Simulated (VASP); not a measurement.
# W (I4/mmm) in VASP: notebook

W is run at these levels: LDA; tasks: single point.

Program: VASP 6.6.1. These are calculated values, not measurements. Logs are shortened: lines on timing, memory, paths and dates and some standing lists are left out, and cuts for length are marked.

**1. The cell of the first run**

The structure is tetragonal, space group I4/mmm (No. 139). The conventional cell has a = 2.670 Å, b = 2.670 Å, c = 4.186 Å, α = 90.00°, β = 90.00°, γ = 90.00°. W (site symmetry 4/mmm) has 12 W at 2.67 to 2.82 Å within 3.5 Å.

**2. Single point, LDA (14.93 Å³/atom)**

Input file INCAR:

```
ALGO = Fast
EDIFF = 1E-7
ENCUT = 520
GGA = CA
ISIF = 2
ISMEAR = 0
LASPH = T
LCHARG = T
LELF = T
LREAL = F
LVHAR = T
LWAVE = F
NBANDS = 13
NELM = 80
PREC = Accurate
SIGMA = 0.15
```

Input file KPOINTS:

```
k-points
0
Gamma
  22 22 22
```

Input file POSCAR:

```
W
1.0
    0.0000000000      1.8882067634      2.0930771972
    1.8882067634      0.0000000000      2.0930771972
    1.8882067634      1.8882067634      0.0000000000
W
1
Direct
    0.0000000000      0.0000000000      0.0000000000
```

Potentials or basis: VASP PAW LDA potentials, release 64 (W_sv).

Run with:

```bash
cat potpaw_LDA.64/W_sv/POTCAR > POTCAR
mpirun -np 1 vasp_std > vasp.out
```

OUTCAR:

```text
EDIFF = 1E-7
   ENCUT = 520
   GGA = CA
   ISIF = 2
   ISMEAR = 0
   LASPH = T
   LREAL = F
   NELM = 80
   PREC = Accurate

 ion  position               nearest neighbor table
   1  0.000  0.000  0.000-

  LATTYP: Found a body centered tetragonal cell.
 ALAT       =     2.6703276134
 C/A-ratio  =     1.5676557339

  Lattice vectors:

 A1 = (  -1.8882067634,   0.0000000000,   2.0930771972)
 A2 = (   1.8882067634,   0.0000000000,   2.0930771972)
 A3 = (   0.0000000000,   1.8882067634,  -2.0930771972)

Analysis of symmetry for initial positions (statically):
=====================================================================
 Subroutine PRICEL returns:
 Original cell was already a primitive cell.

 Routine SETGRP: Setting up the symmetry group for a
 body centered tetragonal supercell.

 Subroutine GETGRP returns: Found 16 space group operations
 (whereof 16 operations were pure point group operations)
 out of a pool of 16 trial point group operations.

The static configuration has the point symmetry D_4h.

Analysis of symmetry for dynamics (positions and initial velocities):
=====================================================================
 Subroutine PRICEL returns:
 Original cell was already a primitive cell.

 Routine SETGRP: Setting up the symmetry group for a
 body centered tetragonal supercell.

 Subroutine GETGRP returns: Found 16 space group operations
 (whereof 16 operations were pure point group operations)
 out of a pool of 16 trial point group operations.

The dynamic configuration has the point symmetry D_4h.

 Subroutine INISYM returns: Found 16 space group operations
 (whereof 16 operations are pure point group operations),
 and found     1 'primitive' translations

----------------------------------------------------------------------------------------

                                     Primitive cell

  volume of cell :      14.9250

  direct lattice vectors                    reciprocal lattice vectors
     0.000000000  1.888206763  2.093077197    -0.264801509  0.264801509  0.238882732
     1.888206763  0.000000000  2.093077197     0.264801509 -0.264801509  0.238882732
     1.888206763  1.888206763  0.000000000     0.264801509  0.264801509 -0.238882732

  length of vectors
     2.818917689  2.818917689  2.670327613     0.444189867  0.444189867  0.444189867

  position of ions in fractional coordinates (direct lattice)
     0.000000000  0.000000000  0.000000000

  ion indices of the primitive-cell ions
   primitive index   ion index
                 1           1

----------------------------------------------------------------------------------------

 KPOINTS: k-points

Automatic generation of k-mesh.
 Grid dimensions read from file:
 generate k-points for:   22   22   22

 Generating k-lattice:

  Cartesian coordinates                     Fractional coordinates (reciprocal lattice)
    -0.012036432  0.012036432  0.010858306     0.045454545  0.000000000  0.000000000
     0.012036432 -0.012036432  0.010858306     0.000000000  0.045454545  0.000000000
     0.012036432  0.012036432 -0.010858306     0.000000000  0.000000000  0.045454545

  Length of vectors
     0.020190449  0.020190449  0.020190449

  Shift w.r.t. Gamma in fractional coordinates (k-lattice)
     0.000000000  0.000000000  0.000000000

 Subroutine IBZKPT returns following result:
 ===========================================

 Found    834 irreducible k-points:

 Following reciprocal coordinates:
            Coordinates               Weight
  0.000000  0.000000  0.000000      1.000000
  0.045455 -0.000000  0.000000      8.000000
  0.090909 -0.000000  0.000000      8.000000
  0.136364  0.000000  0.000000      8.000000
  0.181818 -0.000000  0.000000      8.000000
  0.227273 -0.000000  0.000000      8.000000
[... 16 lines left out ...]
  0.500000  0.045455  0.000000      8.000000
 -0.454545  0.045455  0.000000      8.000000
 [... further k-points ...]
   k-points           NKPTS =    834   k-points in BZ     NKDIM =    834   number of bands    NBANDS=     13
   number of dos      NEDOS =    301   number of ions     NIONS =      1
   total plane-waves  NPLWV =  11520
   dimension x,y,z NGX =    24 NGY =   24 NGZ =   20
   dimension x,y,z NGXF=    48 NGYF=   48 NGZF=   40
   ions per type =               1
   NGX,Y,Z   is equivalent  to a cutoff of  14.15, 14.15, 12.45 a.u.
   NGXF,Y,Z  is equivalent  to a cutoff of  28.31, 28.31, 24.90 a.u.
 SYSTEM =  unknown system
   PREC   = accura    normal or accurate (medium, high low for compatibility)
   ISTART =      0    job   : 0-new  1-cont  2-samecut
   ICHARG =      2    charge: 1-file 2-atom 10-const
   ISPIN  =      1    spin polarized calculation?
   LNONCOLLINEAR =      F non collinear calculations
   LSORBIT =      F    spin-orbit coupling
   LASPH  =      T    aspherical Exc in radial PAW
   ENCUT  =  520.0 eV  38.22 Ry    6.18 a.u.   5.24  5.24  4.97*2*pi/ulx,y,z
   NELM   =     80;   NELMIN=  2; NELMDL= -5     # of ELM steps
   EDIFF  = 0.1E-06   stopping-criterion for ELM
   LREAL  =      F    real-space projection
   EDIFFG = 0.1E-05   stopping-criterion for IOM
   NSW    =      0    number of steps for IOM
   IBRION =     -1    ionic relax: 0-MD 1-quasi-New 2-CG
   NFREE  =      0    steps in history (QN), initial steepest desc. (CG)
   ISIF   =      2    stress and relaxation
   ISYM   =      2    0-nonsym 1-usesym 2-fastsym
   POTIM  = 0.5000    time-step for ionic-motion
   TEBEG  =    0.0;   TEEND  =   0.0 temperature during run
   PSTRESS=    0.0 pullay stress
   NELECT =      14.0000    total number of electrons
   NUPDOWN=      -1.0000    fix difference up-down
   EMIN   =  10.00;   EMAX   =-10.00  energy-range for DOS
   EFERMI =   0.00;   METHOD = LEGACY
   ISMEAR =     0;   SIGMA  =   0.15  broadening in eV -4-tet -1-fermi 0-gaus
   EFERMI_NEDOS =   21; number of points for ismear=-14 and -15
   IALGO  =     68    algorithm
   IMIX   =      4    mixing-type and parameters
     AMIX     =   0.40;   BMIX     =  1.00
     AMIX_MAG =   1.60;   BMIX_MAG =  1.00
  volume/ion in A,a.u.               =      14.93       100.72
  Fermi-wavevector in a.u.,A,eV,Ry     =   1.602554  3.028388 34.942210  2.568180
  Thomas-Fermi vector in A             =   2.699357
   LORBIT       =      0    0 simple, 1 ext, 2 COOP (PROOUT), +10 PAW based schemes
   GGA     = CA    functional components
   LHFCALC =     F    Hartree Fock is set to
   AEXX    =    0.0000 exact exchange contribution
   IVDW    =     0    specifies the selected vdW correction
   LEPSILON=     F    determine dielectric tensor
   LRPA    =     F    only Hartree local field effects (RPA)
 non-spin polarized calculation
 RMM-DIIS sequential band-by-band and
 Gauss-broadening in eV      SIGMA  =   0.15
  energy-cutoff  :      520.00
  volume of cell :       14.93
 maximum number of plane-waves:       410
 NGX is ok and might be reduce to    24
   NGX = 11   NGY = 11   NGZ =  9

 number of electron      14.0000000 magnetization

 Free energy of the ion-electron system (eV)
  ---------------------------------------------------
  ext. energy  EPLUGINS =         0.00000000
  ---------------------------------------------------
  free energy    TOTEN  =       -13.62980215 eV

  energy without entropy =      -13.61917503  energy(sigma->0) =      -13.62448859

 E-fermi :  11.9446     XC(G=0): -14.1591

 val. band max:       11.9442544299   @ k =   0.3182   0.0000   0.0909
 cond. band min:      11.9489354339   @ k =   0.3182   0.0455   0.0909
 fundamental gap:      0.0046810040
 Fermi energy:        11.9446404882

 k-point     1 :       0.0000    0.0000    0.0000
  band No.  band energies     occupation
      1     -61.3730      2.00000
      2     -25.1820      2.00000
      3     -25.0449      2.00000
      4     -25.0449      2.00000
      5       2.3508      2.00000
      6      10.0254      2.00000
      7      11.6107      1.99836
      8      11.6107      1.99836
      9      13.1952      0.00000
     10      15.6710      0.00000
     11      24.8671      0.00000
     12      28.1262      0.00000
     13      31.6308      0.00000

 k-point     2 :       0.0455   -0.0000    0.0000
  band No.  band energies     occupation
      1     -61.3695      2.00000
      2     -25.1958      2.00000
      3     -25.0737      2.00000
      4     -25.0469      2.00000
      5       2.4546      2.00000
      6      10.0528      2.00000
      7      11.5417      1.99985
      8      11.6597      1.99278
      9      13.1753      0.00000
     10      15.5976      0.00000
     11      25.0771      0.00000
     12      28.2219      0.00000
     13      31.1966      0.00000

 k-point     3 :       0.0909   -0.0000    0.0000
  band No.  band energies     occupation
      1     -61.3595      2.00000
      2     -25.2552      2.00000
      3     -25.1378      2.00000
      4     -25.0529      2.00000
      5       2.7571      2.00000
      6      10.1106      2.00000
      7      11.3621      2.00000
      8      11.7989      1.83068
      9      13.1499      0.00000
     10      15.4001      0.00000
     11      25.6541      0.00000
     12      28.3501      0.00000
     13      30.5711      0.00000

 k-point     4 :       0.1364    0.0000    0.0000
  band No.  band energies     occupation
      1     -61.3436      2.00000
      2     -25.3944      2.00000
      3     -25.1905      2.00000
      4     -25.0622      2.00000
      5       3.2301      2.00000
      6      10.1324      2.00000
      7      11.1440      2.00000
      8      12.0006      0.59782
      9      13.2076      0.00000
     10      15.1433      0.00000
     11      26.3719      0.00000
     12      28.1454      0.00000
     13      30.7063      0.00000

 k-point     5 :       0.1818   -0.0000    0.0000
  band No.  band energies     occupation
      1     -61.3231      2.00000
      2     -25.5916      2.00000
      3     -25.2351      2.00000
      4     -25.0741      2.00000
      5       3.8223      2.00000
      6      10.0726      2.00000
      7      10.9509      2.00000
      8      12.2059      0.01376
      9      13.4485      0.00000
     10      14.9280      0.00000
     11      26.4208      0.00000
     12      28.3802      0.00000
     13      31.6185      0.00000
[... 257 lines left out ...]
 k-point    22 :       0.4545    0.0455    0.0000
  band No.  band energies     occupation
      1     -61.2076      2.00000
      2     -26.6310      2.00000
      3     -25.4596      2.00000
      4     -25.1521      2.00000
      5       5.7084      2.00000
      6       9.8666      2.00000
      7      11.7518      1.93096
      8      12.3563      0.00010
      9      16.8857      0.00000
     10      17.3338      0.00000
     11      23.5974      0.00000
     12      25.0913      0.00000
     13      32.2604      0.00000

 k-point    23 :       0.5000    0.0455    0.0000
  band No.  band energies     occupation
      1     -61.2007      2.00000
      2     -26.6904      2.00000
      3     -25.4734      2.00000
      4     -25.1499      2.00000
      5       5.7038      2.00000
      6       9.8591      2.00000
      7      11.6606      1.99259
      8      12.7243      0.00000
      9      16.9687      0.00000
     10      17.8632      0.00000
     11      23.5427      0.00000
     12      24.4757      0.00000
     13      31.4453      0.00000

 k-point    24 :      -0.4545    0.0455    0.0000
  band No.  band energies     occupation
      1     -61.2007      2.00000
      2     -26.6911      2.00000
      3     -25.4746      2.00000
      4     -25.1435      2.00000
      5       5.7064      2.00000
      6       9.9112      2.00000
      7      11.6472      1.99496
      8      12.6008      0.00000
      9      16.7996      0.00000
     10      18.0214      0.00000
     11      23.5151      0.00000
     12      24.7170      0.00000
     13      31.1558      0.00000

 [... further k-points ...]

------------------------ aborting loop because EDIFF is reached ----------------------------------------

  FORCE on cell =-STRESS in cart. coord.  units (eV):
  Direction    XX          YY          ZZ          XY          YZ          ZX
  --------------------------------------------------------------------------------------
  -------------------------------------------------------------------------------------
  Total        1.5095776      1.5095776      2.4990839      0.0000000     -0.0000000      0.0000000
  in kB      162.0509875    162.0509875    268.2730743      0.0000000     -0.0000000      0.0000000
  external PRESSURE =     197.4583498 kB  Pullay stress =       0.0000000 kB

 VOLUME and BASIS-vectors are now :
 -----------------------------------------------------------------------------
  energy-cutoff  :      520.00
  volume of cell :       14.93
      direct lattice vectors                 reciprocal lattice vectors
     0.000000000  1.888206763  2.093077197    -0.264801509  0.264801509  0.238882732
     1.888206763  0.000000000  2.093077197     0.264801509 -0.264801509  0.238882732
     1.888206763  1.888206763  0.000000000     0.264801509  0.264801509 -0.238882732

 POSITION                                       TOTAL-FORCE (eV/Angst)
 -----------------------------------------------------------------------------------
      0.00000      0.00000      0.00000         0.000000     -0.000000      0.000000
 -----------------------------------------------------------------------------------
    total drift:                                0.000000      0.000000     -0.000000

  FREE ENERGIE OF THE ION-ELECTRON SYSTEM (eV)
  ---------------------------------------------------
  free  energy   TOTEN  =       -13.6298021527 eV

  energy  without entropy=      -13.6191750282  energy(sigma->0) =      -13.62448859
```

Run time: 1.8 min. Hardware: 1 thread of Intel Xeon Platinum 8375C at 2.90GHz (Ice Lake), shared host; peak memory 0.25 GiB.

Results:

```yaml
Free_energy: -13.6298 eV
Pressure: 19.7 GPa
Band_gap_on_the_k_mesh: zero (bands 7 and 8 overlap by 4.99 eV)
```

Caveat: the cell stands under pressure; spin-orbit coupling is left out, which moves the levels of the heavy elements.

**3. Single point, LDA (14.93 Å³/atom)**

Input file INCAR:

```
PREC = Accurate
ENCUT = 520
EDIFF = 1E-6
ISMEAR = 0
SIGMA = 0.15
LREAL = False
LASPH = True
NELM = 80
ALGO = Fast
ISIF = 2
LWAVE = False
LCHARG = True
GGA = CA
LELF = True
LVHAR = True
NBANDS = 13
```

Input file KPOINTS:

```
Automatic mesh
0
Gamma
  22 22 22
```

Input file POSCAR:

```
W
1.0
    0.0000000000      2.0223695010      1.8245817638
    2.0223695010      0.0000000000      1.8245817638
    2.0223695010      2.0223695010      0.0000000000
W
1
Direct
    0.0000000000      0.0000000000      0.0000000000
```

Potentials or basis: VASP PAW LDA potentials, release 64 (W_sv).

Run with:

```bash
cat potpaw_LDA.64/W_sv/POTCAR > POTCAR
mpirun -np 1 vasp_std > vasp.out
```

It took 2 min on 1 thread of Intel Xeon Platinum 8375C at 2.90GHz (Ice Lake), shared host; peak memory 0.25 GiB.

Results (log left out):

```
Free energy            : -13.6710 eV
Pressure               : 19.0 GPa
Band gap on the k mesh : zero (bands 7 and 8 overlap by 5.94 eV)
```

Stress tensor (GPa, compression positive):
```
28.49  0.00  0.00
 0.00 28.49  0.00
 0.00  0.00 -0.10
```

Levels at points of the mesh, in eV from the Fermi level:
```csv
k point,band 4,band 5,band 6,band 7,band 8,band 9,band 10,band 11
"(0.00, 0.00, 0.00)",-37.05,-9.63,-1.36,-1.36,0.05,1.42,3.39,12.90
"(0.50, 0.00, 0.00)",-37.17,-6.37,-2.09,-0.30,0.91,4.80,5.99,11.66
"(0.50, 0.50, 0.00)",-37.84,-6.40,-5.64,5.06,5.34,6.29,6.29,11.38
"(0.50, 0.00, 0.50)",-37.44,-6.45,-5.20,2.83,5.09,5.38,6.96,12.02
```

Caveat: the cell stands under pressure; spin-orbit coupling is left out, which moves the levels of the heavy elements.
